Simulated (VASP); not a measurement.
Here is a VASP 6.6.1 calculation.

Contents of INCAR:

```
SYSTEM = BN
ALGO = Normal ; EDIFF = 1E-8
ENCUT = 520 ; GGA = PE
IBRION = 6 ; ISIF = 2
ISMEAR = 0 ; IVDW = 12
LASPH = .True. ; LCHARG = .False.
LREAL = .False. ; LWAVE = .False.
NELM = 80 ; NFREE = 2
NSW = 1 ; POTIM = 0.015
PREC = Accurate ; SIGMA = 0.01
```

File KPOINTS:

```
k-points
0
Gamma
  12 12 4
  0 0 0
```

Contents of POSCAR:

```
BN
1.0
    2.4760794818      0.0000000000      0.0000000000
   -1.2380397409      2.1443477330      0.0000000000
    0.0000000000      0.0000000000      5.3648590540
B N
2 2
Direct
    0.3333333333      0.6666666667      0.2500000000
    0.6666666667      0.3333333333      0.7500000000
    0.3333333333      0.6666666667      0.7500000000
    0.6666666667      0.3333333333      0.2500000000
```

Potentials or basis: VASP PAW PBE potentials, release 64 (B, N).

Command:

```console
$ cat potpaw_PBE.64/B/POTCAR potpaw_PBE.64/N/POTCAR > POTCAR
$ mpirun -np 1 vasp_std > vasp.out
```

Q: What does it give for the highest phonon frequency at Γ, LO-TO splitting left out?

A: 1422 cm⁻¹.

Q: What does it give for the dispersion energy per atom?

A: -0.184 eV.

Phonon frequencies in cm⁻¹ (negative: imaginary):
```csv
q point,frequencies
"(0.000, 0.000, 0.000)",0 0 0 121 121 308 588 783 1414 1414 1422 1422
```

Caveat: the cell stands under pressure or tension, which shifts response properties.
